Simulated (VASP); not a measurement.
Crystal: Au.

```
CELL_PARAMETERS angstrom
0.00000 2.03500 2.03500
2.03500 0.00000 2.03500
2.03500 2.03500 0.00000
ATOMIC_POSITIONS crystal
Au 0.00000 0.00000 0.00000
```

| Property | Result |
| --- | --- |
| Program | VASP 6.6.1 |
| Task | relaxation of cell and atoms |
| Functional | PBE |
| Potentials or basis | VASP PAW PBE potentials, release 64 (Au) |
| Cutoff | 500 eV |
| k mesh | 10 × 10 × 10 |
| Occupations | fermi-dirac, width 0.02 eV |
| Spin | no spin polarisation |

At the start: pressure 11.0 GPa; volume 16.85 Å³/atom.

Problem. How do energy, volume and symmetry change on relaxing?

Solution. Over 4 steps the energy falls by 37.0 meV/atom and the volume is 18.01 Å³/atom (+6.9 %); space group Fm-3m (No. 225, to 0.05 Å).

The path:
| step | energy change (eV) | largest force (eV/Å) | pressure (GPa) | volume (Å³) |
| --- | --- | --- | --- | --- |
| 1 | 0.0000 | 0.0000 | 11.00 | 16.85 |
| 2 | 0.0272 | 0.0000 | -10.06 | 19.84 |
| 3 | -0.0370 | 0.0000 | -0.20 | 18.04 |
| 4 | -0.0370 | 0.0000 | -0.03 | 18.01 |

Final structure:
```xyz
1
Lattice="0.0000 2.0807 2.0807 2.0807 0.0000 2.0807 2.0807 2.0807 0.0000" Properties=species:S:1:pos:R:3 pbc="T T T"
Au    0.0000    0.0000    0.0000
```
